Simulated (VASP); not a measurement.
Crystal: MgO.

```
Mg O
1.0
     0.02102    2.12319    2.12319
     2.12319    0.02102    2.12319
     2.12319    2.12319    0.02102
Mg O
1 1
Direct
  0.00000 0.00000 0.00000
  0.50000 0.50000 0.50000
```

This cell differs from its parent crystal: strain along [111] +1.5%.

Base run:

```yaml
Program: VASP 6.6.1
Functional: PBE
Potentials_or_basis: VASP PAW PBE potentials, release 64 (Mg, O)
Cutoff: 520 eV
k_mesh: 10 × 10 × 10
Occupations: fermi-dirac, width 0.02 eV
Spin: no spin polarisation
```

Its results: band gap on the k mesh 4.59 eV, direct; pressure 2.4 GPa.

Task: The run is repeated on the same cell with these changes: functional from PBE to r2SCAN; occupations from fermi-dirac, width 0.02 eV to gaussian, width 0.01 eV. What comes out?

Result: Band gap on the k mesh 5.47 eV, direct; pressure -3.5 GPa.

Caveats: the PAW data sets were made with another functional, which shifts forces and pressure a little (some runs).

